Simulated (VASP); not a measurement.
The system is GaAs.

```xyz
2
Lattice="2.9330 0.0000 0.0000 -1.4665 2.5400 0.0000 0.0000 0.0000 5.2502" Properties=species:S:1:pos:R:3 pbc="T T T"
Ga    0.0000    0.0000    2.6251
As    0.0000    0.0000    0.0000
```

The cell was generated, and may not be a known phase.

```yaml
Program: VASP 6.6.1
Task: relaxation of cell and atoms
Functional: PBE
Potentials_or_basis: VASP PAW PBE potentials, release 64 (Ga_d, As)
Cutoff: 600 eV
k_mesh: 24 × 24 × 10
Occupations: gaussian, width 0.1 eV
Spin: no spin polarisation
```

At the start: pressure -1.0 GPa; volume 19.56 Å³/atom.

Problem. Where does the relaxation end?

Solution. Over 6 steps the energy falls by 23.0 meV/atom and the volume is 19.21 Å³/atom (-1.8 %); space group P6/mmm (No. 191, to 0.1 Å) before and after.

The path:
```csv
step,energy change (eV),largest force (eV/Å),pressure (GPa),volume (Å³)
1,0.0000,0.0000,-0.98,39.11
2,-0.0454,0.0000,-0.07,38.41
3,-0.0460,0.0000,0.16,38.33
4,-0.0460,0.0000,0.26,38.32
5,-0.0460,0.0000,-0.11,38.48
6,-0.0460,0.0000,0.03,38.41
```

Final structure:
```cif
data_structure
_symmetry_space_group_name_H-M 'P 1'
_symmetry_Int_Tables_number 1
_cell_length_a 2.8599
_cell_length_b 2.8599
_cell_length_c 5.4227
_cell_angle_alpha 90.000
_cell_angle_beta 90.000
_cell_angle_gamma 120.000
_cell_volume 38.41
loop_
_atom_site_label
_atom_site_type_symbol
_atom_site_fract_x
_atom_site_fract_y
_atom_site_fract_z
_atom_site_occupancy
Ga1 Ga 0.00000 0.00000 0.50000 1
As1 As 0.00000 0.00000 0.00000 1
```
